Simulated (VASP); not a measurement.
# IrC3 (Im-3m) in VASP: a series of runs

Runs on IrC3. Level: PBE. Tasks: relaxation of cell and atoms, single point.

All numbers are computed with VASP 6.6.1; they aren't measurements. Logs are shortened: lines on timing, memory, paths and dates and some standing lists are left out, and cuts for length are marked.

### 1 The cell of the first run

The structure is cubic, space group Im-3m (No. 229). Conventional cell: a = 4.150 Å, b = 4.150 Å, c = 4.150 Å, α = 90.00°, β = 90.00°, γ = 90.00°. Ir (site symmetry m-3m) has 6 C at 2.07 Å within 2.7 Å. C (site symmetry 4/mmm) has 2 Ir at 2.07 Å and 4 C at 2.07 Å within 2.7 Å.

### 2 Relaxation of cell and atoms, PBE

File INCAR:

```
  ALGO = Normal
  EDIFF = 1E-6
  EDIFFG = -0.01
  ENCUT = 600
  GGA = PE
  IBRION = 2
  ISIF = 3
  ISMEAR = 0
  LASPH = True
  LCHARG = False
  LREAL = False
  LWAVE = False
  NELM = 60
  NSW = 100
  PREC = Accurate
  SIGMA = 0.1
```

File KPOINTS:

```
k-points
0
Gamma
  16 16 16
```

File POSCAR:

```
IrC3
1.0
   -2.0749111248      2.0749111248      2.0749111248
    2.0749111248     -2.0749111248      2.0749111248
    2.0749111248      2.0749111248     -2.0749111248
Ir C
1 3
Direct
    0.0000000000      0.0000000000      0.0000000000
    0.0000000000      0.5000000000      0.5000000000
    0.5000000000      0.0000000000      0.5000000000
    0.5000000000      0.5000000000      0.0000000000
```

Potentials or basis: VASP PAW PBE potentials, release 64 (Ir, C).

The run is started by

```console
cat potpaw_PBE.64/Ir/POTCAR potpaw_PBE.64/C/POTCAR > POTCAR
mpirun -np 1 vasp_std > vasp.out
```

OUTCAR:

```text
EDIFF = 1E-6
   EDIFFG = -0.01
   ENCUT = 600
   GGA = PE
   IBRION = 2
   ISIF = 3
   ISMEAR = 0
   LASPH = True
   LREAL = False
   NELM = 60
   NSW = 100
   PREC = Accurate

 ion  position               nearest neighbor table
   1  0.000  0.000  0.000-   2 2.07   3 2.07   4 2.07   2 2.07   3 2.07   4 2.07
   2  0.000  0.500  0.500-   1 2.07   1 2.07
   3  0.500  0.000  0.500-   1 2.07   1 2.07
   4  0.500  0.500  0.000-   1 2.07   1 2.07

  LATTYP: Found a body centered cubic cell.
 ALAT       =     4.1498222496

  Lattice vectors:

 A1 = (  -2.0749111248,   2.0749111248,   2.0749111248)
 A2 = (   2.0749111248,  -2.0749111248,   2.0749111248)
 A3 = (   2.0749111248,   2.0749111248,  -2.0749111248)

Analysis of symmetry for initial positions (statically):
=====================================================================
 Subroutine PRICEL returns:
 Original cell was already a primitive cell.

 Routine SETGRP: Setting up the symmetry group for a
 body centered cubic supercell.

 Subroutine GETGRP returns: Found 48 space group operations
 (whereof 48 operations were pure point group operations)
 out of a pool of 48 trial point group operations.

The static configuration has the point symmetry O_h .

Analysis of symmetry for dynamics (positions and initial velocities):
=====================================================================
 Subroutine PRICEL returns:
 Original cell was already a primitive cell.

 Routine SETGRP: Setting up the symmetry group for a
 body centered cubic supercell.

 Subroutine GETGRP returns: Found 48 space group operations
 (whereof 48 operations were pure point group operations)
 out of a pool of 48 trial point group operations.

The dynamic configuration has the point symmetry O_h .

 Subroutine INISYM returns: Found 48 space group operations
 (whereof 48 operations are pure point group operations),
 and found     1 'primitive' translations

----------------------------------------------------------------------------------------

                                     Primitive cell

  volume of cell :      35.7321

  direct lattice vectors                    reciprocal lattice vectors
    -2.074911125  2.074911125  2.074911125     0.000000000  0.240974177  0.240974177
     2.074911125 -2.074911125  2.074911125     0.240974177  0.000000000  0.240974177
     2.074911125  2.074911125 -2.074911125     0.240974177  0.240974177  0.000000000

  length of vectors
     3.593851489  3.593851489  3.593851489     0.340788949  0.340788949  0.340788949

  position of ions in fractional coordinates (direct lattice)
     0.000000000  0.000000000  0.000000000
     0.000000000  0.500000000  0.500000000
     0.500000000  0.000000000  0.500000000
     0.500000000  0.500000000  0.000000000

  ion indices of the primitive-cell ions
   primitive index   ion index
                 1           1
                 2           2
                 3           3
                 4           4

----------------------------------------------------------------------------------------

 KPOINTS: k-points

Automatic generation of k-mesh.
 Grid dimensions read from file:
 generate k-points for:   16   16   16

 Generating k-lattice:

  Cartesian coordinates                     Fractional coordinates (reciprocal lattice)
     0.000000000  0.015060886  0.015060886     0.062500000  0.000000000  0.000000000
     0.015060886  0.000000000  0.015060886     0.000000000  0.062500000  0.000000000
     0.015060886  0.015060886  0.000000000     0.000000000  0.000000000  0.062500000

  Length of vectors
     0.021299309  0.021299309  0.021299309

  Shift w.r.t. Gamma in fractional coordinates (k-lattice)
     0.000000000  0.000000000  0.000000000

 Subroutine IBZKPT returns following result:
 ===========================================

 Found    145 irreducible k-points:

 Following reciprocal coordinates:
            Coordinates               Weight
  0.000000  0.000000  0.000000      1.000000
  0.062500  0.000000  0.000000     12.000000
  0.125000  0.000000  0.000000     12.000000
  0.187500  0.000000  0.000000     12.000000
  0.250000  0.000000  0.000000     12.000000
  0.312500  0.000000  0.000000     12.000000
[... 16 lines left out ...]
  0.187500  0.187500  0.000000     24.000000
  0.250000  0.187500  0.000000     48.000000
 [... further k-points ...]
   k-points           NKPTS =    145   k-points in BZ     NKDIM =    145   number of bands    NBANDS=     14
   number of dos      NEDOS =    301   number of ions     NIONS =      4
   total plane-waves  NPLWV =  27000
   dimension x,y,z NGX =    30 NGY =   30 NGZ =   30
   dimension x,y,z NGXF=    60 NGYF=   60 NGZF=   60
   ions per type =               1   3
   NGX,Y,Z   is equivalent  to a cutoff of  13.88, 13.88, 13.88 a.u.
   NGXF,Y,Z  is equivalent  to a cutoff of  27.76, 27.76, 27.76 a.u.
 SYSTEM =  unknown system
   PREC   = accura    normal or accurate (medium, high low for compatibility)
   ISTART =      0    job   : 0-new  1-cont  2-samecut
   ICHARG =      2    charge: 1-file 2-atom 10-const
   ISPIN  =      1    spin polarized calculation?
   LNONCOLLINEAR =      F non collinear calculations
   LSORBIT =      F    spin-orbit coupling
   LASPH  =      T    aspherical Exc in radial PAW
   ENCUT  =  600.0 eV  44.10 Ry    6.64 a.u.   7.18  7.18  7.18*2*pi/ulx,y,z
   NELM   =     60;   NELMIN=  2; NELMDL= -5     # of ELM steps
   EDIFF  = 0.1E-05   stopping-criterion for ELM
   LREAL  =      F    real-space projection
   EDIFFG = -.1E-01   stopping-criterion for IOM
   NSW    =    100    number of steps for IOM
   IBRION =      2    ionic relax: 0-MD 1-quasi-New 2-CG
   NFREE  =      1    steps in history (QN), initial steepest desc. (CG)
   ISIF   =      3    stress and relaxation
   ISYM   =      2    0-nonsym 1-usesym 2-fastsym
   POTIM  = 0.5000    time-step for ionic-motion
   TEBEG  =    0.0;   TEEND  =   0.0 temperature during run
   PSTRESS=    0.0 pullay stress
   NELECT =      21.0000    total number of electrons
   NUPDOWN=      -1.0000    fix difference up-down
   EMIN   =  10.00;   EMAX   =-10.00  energy-range for DOS
   EFERMI =   0.00;   METHOD = LEGACY
   ISMEAR =     0;   SIGMA  =   0.10  broadening in eV -4-tet -1-fermi 0-gaus
   EFERMI_NEDOS =   21; number of points for ismear=-14 and -15
   IALGO  =     38    algorithm
   IMIX   =      4    mixing-type and parameters
     AMIX     =   0.40;   BMIX     =  1.00
     AMIX_MAG =   1.60;   BMIX_MAG =  1.00
  volume/ion in A,a.u.               =       8.93        60.28
  Fermi-wavevector in a.u.,A,eV,Ry     =   1.371287  2.591357 25.584785  1.880429
  Thomas-Fermi vector in A             =   2.496998
   LORBIT       =      0    0 simple, 1 ext, 2 COOP (PROOUT), +10 PAW based schemes
   GGA     = PE    functional components
   LHFCALC =     F    Hartree Fock is set to
   AEXX    =    0.0000 exact exchange contribution
   IVDW    =     0    specifies the selected vdW correction
   LEPSILON=     F    determine dielectric tensor
   LRPA    =     F    only Hartree local field effects (RPA)
 conjugate gradient relaxation of ions
 non-spin polarized calculation
 Gauss-broadening in eV      SIGMA  =   0.10
  energy-cutoff  :      600.00
  volume of cell :       35.73
 maximum number of plane-waves:      1208
 NGX is ok and might be reduce to    30
   NGX = 15   NGY = 15   NGZ = 15

--------------------------------------- Ionic step        1  -------------------------------------------

 number of electron      21.0000002 magnetization

 Free energy of the ion-electron system (eV)
  ---------------------------------------------------
  ext. energy  EPLUGINS =         0.00000000
  ---------------------------------------------------
  free energy    TOTEN  =       -27.31681078 eV

  energy without entropy =      -27.30843833  energy(sigma->0) =      -27.31262455

------------------------ aborting loop because EDIFF is reached ----------------------------------------

  FORCE on cell =-STRESS in cart. coord.  units (eV):
  Direction    XX          YY          ZZ          XY          YZ          ZX
  --------------------------------------------------------------------------------------
  -------------------------------------------------------------------------------------
  Total        0.2832542      0.2832542      0.2832542     -0.0000000     -0.0000000      0.0000000
  in kB       12.7007236     12.7007236     12.7007236     -0.0000000     -0.0000000      0.0000000
  external PRESSURE =      12.7007236 kB  Pullay stress =       0.0000000 kB

 VOLUME and BASIS-vectors are now :
 -----------------------------------------------------------------------------
  energy-cutoff  :      600.00
  volume of cell :       35.73
      direct lattice vectors                 reciprocal lattice vectors
    -2.074911125  2.074911125  2.074911125     0.000000000  0.240974177  0.240974177
     2.074911125 -2.074911125  2.074911125     0.240974177  0.000000000  0.240974177
     2.074911125  2.074911125 -2.074911125     0.240974177  0.240974177  0.000000000
[... 39 lines left out ...]
 POSITION                                       TOTAL-FORCE (eV/Angst)
 -----------------------------------------------------------------------------------
      0.00000      0.00000      0.00000         0.000000     -0.000000      0.000000
      2.08200      0.00000      0.00000        -0.000000      0.000000     -0.000000
      2.08200      0.00000      2.08200         0.000000     -0.000000     -0.000000
      2.08200      2.08200      0.00000         0.000000      0.000000     -0.000000
 -----------------------------------------------------------------------------------
    total drift:                                0.000000     -0.000000      0.000000

  FREE ENERGIE OF THE ION-ELECTRON SYSTEM (eV)
  ---------------------------------------------------
  free  energy   TOTEN  =       -27.3162036884 eV

  energy  without entropy=      -27.3076197045  energy(sigma->0) =      -27.31191170

--------------------------------------- Ionic step        3  -------------------------------------------

 number of electron      21.0000002 magnetization

 Free energy of the ion-electron system (eV)
  ---------------------------------------------------
  ext. energy  EPLUGINS =         0.00000000
  ---------------------------------------------------
  free energy    TOTEN  =       -27.31740650 eV

  energy without entropy =      -27.30894729  energy(sigma->0) =      -27.31317689

 E-fermi :   8.0636     XC(G=0): -13.0415

 val. band max:        8.0633605471   @ k =  -0.2500   0.3750   0.0625
 cond. band min:       8.0647097496   @ k =  -0.3125   0.4375   0.1250
 fundamental gap:      0.0013492026
 Fermi energy:         8.0635536654

 k-point     1 :       0.0000    0.0000    0.0000
  band No.  band energies     occupation
      1      -8.2068      2.00000
      2      -0.1029      2.00000
      3      -0.1028      2.00000
      4       3.8265      2.00000
      5       3.8265      2.00000
      6       3.8265      2.00000
      7       4.4953      2.00000
      8       4.4953      2.00000
      9       4.4953      2.00000
     10       7.1284      2.00000
     11       7.1284      2.00000
     12       7.1284      2.00000
     13      10.1028      0.00000
     14      10.1028      0.00000

 k-point     2 :       0.0625    0.0000    0.0000
  band No.  band energies     occupation
      1      -8.1433      2.00000
      2      -0.2651      2.00000
      3      -0.1142      2.00000
      4       3.4039      2.00000
      5       3.5388      2.00000
      6       3.9411      2.00000
      7       4.5270      2.00000
      8       4.9655      2.00000
      9       5.0147      2.00000
     10       6.7435      2.00000
[... 362 lines left out ...]
 k-point    24 :       0.2500    0.1875    0.0000
  band No.  band energies     occupation
      1      -6.0482      2.00000
      2      -2.9873      2.00000
      3      -1.0318      2.00000
      4       1.6526      2.00000
      5       2.2362      2.00000
      6       3.7281      2.00000
      7       4.1067      2.00000
      8       5.1812      2.00000
      9       5.9289      2.00000
     10       6.8573      2.00000
     11       8.4952      0.00000
     12       9.8983      0.00000
     13      11.1999      0.00000
     14      12.5432      0.00000

 [... further k-points ...]

------------------------ aborting loop because EDIFF is reached ----------------------------------------

  FORCE on cell =-STRESS in cart. coord.  units (eV):
  Direction    XX          YY          ZZ          XY          YZ          ZX
  --------------------------------------------------------------------------------------
  -------------------------------------------------------------------------------------
  Total        0.0026822      0.0026822      0.0026822      0.0000000     -0.0000000      0.0000000
  in kB        0.1197601      0.1197601      0.1197601      0.0000000     -0.0000000      0.0000000
  external PRESSURE =       0.1197601 kB  Pullay stress =       0.0000000 kB

 VOLUME and BASIS-vectors are now :
 -----------------------------------------------------------------------------
  energy-cutoff  :      600.00
  volume of cell :       35.88
      direct lattice vectors                 reciprocal lattice vectors
    -2.077823041  2.077823041  2.077823041     0.000000000  0.240636469  0.240636469
     2.077823041 -2.077823041  2.077823041     0.240636469  0.000000000  0.240636469
     2.077823041  2.077823041 -2.077823041     0.240636469  0.240636469  0.000000000

 POSITION                                       TOTAL-FORCE (eV/Angst)
 -----------------------------------------------------------------------------------
      0.00000      0.00000      0.00000        -0.000000     -0.000000      0.000000
      2.07782      0.00000      0.00000         0.000000      0.000000      0.000000
      0.00000      2.07782      0.00000        -0.000000      0.000000     -0.000000
      0.00000      0.00000      2.07782        -0.000000      0.000000     -0.000000
 -----------------------------------------------------------------------------------
    total drift:                                0.000000     -0.000000      0.000000

  FREE ENERGIE OF THE ION-ELECTRON SYSTEM (eV)
  ---------------------------------------------------
  free  energy   TOTEN  =       -27.3174064953 eV

  energy  without entropy=      -27.3089472880  energy(sigma->0) =      -27.31317689

 reached required accuracy - stopping structural energy minimisation
```

Wall time 4.2 min (1 thread of AMD EPYC 7R13, shared host); peak memory 0.21 GiB.

What came out:

| Quantity | Value |
| --- | --- |
| Free energy | -27.3174 eV |
| Relaxed volume | 8.97 Å³/atom |
| Relaxed cell | a = 3.599 Å, b = 3.599 Å, c = 3.599 Å, α = 109.47°, β = 109.47°, γ = 109.47° |
| Space group after relaxing (to 0.05 Å) | Im-3m (No. 229) |
| Energy gained by relaxing | 0.1 meV/atom |
| Ionic steps | 3 |
| Pressure after relaxing | 0.0 GPa |

Step by step:
```tsv
step	energy change (eV)	largest force (eV/Å)	pressure (GPa)	volume (Å³)
1	0.0000	0.0000	1.27	35.73
2	0.0006	0.0000	-1.76	36.10
3	-0.0006	0.0000	0.01	35.88
```

Final structure:
```
Ir C
1.0
    -2.07782    2.07782    2.07782
     2.07782   -2.07782    2.07782
     2.07782    2.07782   -2.07782
Ir C
1 3
Direct
  0.00000 0.00000 0.00000
  0.00000 0.50000 0.50000
  0.50000 0.00000 0.50000
  0.50000 0.50000 0.00000
```

Levels at points of the mesh, in eV from the Fermi level:
| k point | band 8 | band 9 | band 10 | band 11 | band 12 | band 13 |
| --- | --- | --- | --- | --- | --- | --- |
| (0.00, 0.00, 0.00) | -3.57 | -3.57 | -0.94 | -0.94 | -0.94 | 2.04 |
| (0.50, 0.00, 0.00) | -1.91 | -1.87 | 0.59 | 1.09 | 1.42 | 1.93 |
| (0.50, 0.50, 0.50) | -2.04 | -2.04 | 0.76 | 0.76 | 0.76 | 1.29 |

Caveat: spin-orbit coupling is left out, which moves the levels of the heavy elements.

### 3 Single point, PBE

File INCAR:

```
SYSTEM = IrC3
  PREC = Accurate
  ENCUT = 600
  EDIFF = 1E-6
  ISMEAR = 0
  SIGMA = 0.1
  LREAL = .False.
  LASPH = .True.
  NELM = 120
  ALGO = Normal
  ISIF = 2
  LWAVE = .False.
  LCHARG = .False.
  GGA = PE
  NBANDS = 22
  GGA_COMPAT = .False.
```

File KPOINTS:

```
Automatic mesh
0
Gamma
  6 6 6
  0 0 0
```

POSCAR is that of step 2.

Potentials or basis: VASP PAW PBE potentials, release 64 (Ir_sv_GW, C).

The run is started by

```console
cat potpaw_PBE.64/Ir_sv_GW/POTCAR potpaw_PBE.64/C/POTCAR > POTCAR
mpirun -np 1 vasp_std > vasp.out
```

Wall time 16 s (1 thread of Intel Xeon Platinum 8375C at 2.90GHz (Ice Lake), shared host); peak memory 0.18 GiB.

It converged, with:

* Free energy: -28.0120 eV
* Pressure: -0.8 GPa

Levels at points of the mesh, in eV from the Fermi level:
```tsv
k point	band 11	band 12	band 13	band 14	band 15	band 16	band 17	band 18
(0.00, 0.00, 0.00)	-3.49	-3.49	-3.49	-0.86	-0.86	-0.86	2.18	2.18
(0.50, 0.00, 0.00)	-2.68	-1.83	-1.78	0.69	1.18	1.49	2.03	2.27
(0.50, 0.50, 0.50)	-1.95	-1.95	-1.95	0.83	0.83	0.83	1.43	1.43
```

Caveat: spin-orbit coupling is left out, which moves the levels of the heavy elements.
